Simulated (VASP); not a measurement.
Here is a VASP 6.6.1 calculation.

File POSCAR:

```
Ge
1.0
    3.9946661937      0.0000000000      0.0000000000
   -1.9973330968      3.4594824034      0.0000000000
    0.0000000000      0.0000000000      6.6002787421
Ge
4
Direct
    0.3333333333      0.6666666667     -0.0000320042
    0.6666666667      0.3333333333      0.4999679958
    0.3333333333      0.6666666667      0.3740320042
    0.6666666667      0.3333333333      0.8740320042
```

INCAR.step1

```
PREC = Accurate
ENCUT = 550
ISMEAR = 0
SIGMA = 0.01
LREAL = F
LASPH = T
NELM = 120
NBANDS = 36
GGA = PE
ALGO = Normal
EDIFF = 1E-5
LWAVE = T
LCHARG = F
GGA_COMPAT = F
```

INCAR.step2

```
PREC = Accurate
ENCUT = 550
EDIFF = 1E-6
ISMEAR = 0
SIGMA = 0.01
LREAL = F
LASPH = T
NELM = 120
ALGO = Normal
ISIF = 2
LWAVE = F
LCHARG = T
METAGGA = R2SCAN
LMIXTAU = T
LELF = T
LVHAR = T
NBANDS = 36
ISTART = 1
GGA_COMPAT = F
```

KPOINTS

```
regular mesh
0
Gamma
  12 12 6
```

Potentials or basis: VASP PAW PBE potentials, release 64 (Ge_d).

Command:

```console
$ cat potpaw_PBE.64/Ge_d/POTCAR > POTCAR
$ cp INCAR.step1 INCAR
$ mpirun -np 1 vasp_std > vasp.out
$ cp INCAR.step2 INCAR
$ mpirun -np 1 vasp_std > vasp.out
```

(1) What does it give for the band gap on the k mesh?

(2) What does it give for the pressure?

Results:

(1) 0.08 eV.

(2) 0.1 GPa.

Caveat: the PAW data sets were made with another functional, which shifts forces and pressure a little.
